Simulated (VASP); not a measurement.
Here is a VASP 6.6.1 calculation.

Contents of INCAR:

```
SYSTEM = Zr3CdC
PREC     = Accurate       ! precision mode
ENCUT    = 520            ! plane-wave cutoff, eV
EDIFF    = 1E-7           ! SCF threshold, eV
ISMEAR   = 0              ! smearing method
SIGMA    = 0.1            ! smearing width, eV
LREAL    = .FALSE.        ! projectors in reciprocal space
LASPH    = .TRUE.         ! aspherical terms in the spheres
NELM     = 100            ! most SCF steps
ALGO     = Normal         ! electronic algorithm
ISIF     = 2              ! what is computed and relaxed
LWAVE    = .FALSE.        ! write WAVECAR
LCHARG   = .FALSE.        ! write CHGCAR
GGA      = PE             ! functional
NBANDS   = 34             ! bands
```

Contents of KPOINTS:

```
regular mesh
0
G
  8 8 8
  0 0 0
```

File POSCAR:

```
Zr3CdC
1.0
    4.5721039113      0.0000000000      0.0000000000
    0.0000000000      4.5721039113      0.0000000000
    0.0000000000      0.0000000000      4.5721039113
Zr Cd C
3 1 1
Direct
    0.0000000000      0.5000000000      0.5000000000
    0.5000000000      0.0000000000      0.5000000000
    0.5000000000      0.5000000000      0.0000000000
    0.0000000000      0.0000000000      0.0000000000
    0.5000000000      0.5000000000      0.5000000000
```

Potentials or basis: VASP PAW PBE potentials, release 64 (Zr_sv, Cd, C).

Launch:

```sh
$ cat potpaw_PBE.64/Zr_sv/POTCAR potpaw_PBE.64/Cd/POTCAR potpaw_PBE.64/C/POTCAR > POTCAR
$ mpirun -np 1 vasp_std > vasp.out
```

Problem. Predict the band gap on the k mesh.

Solution. Zero (band 26 reaches 8.28 eV, above the bottom of band 27 at 6.50 eV).

Problem. Estimate the pressure.

Solution. 0.2 GPa.
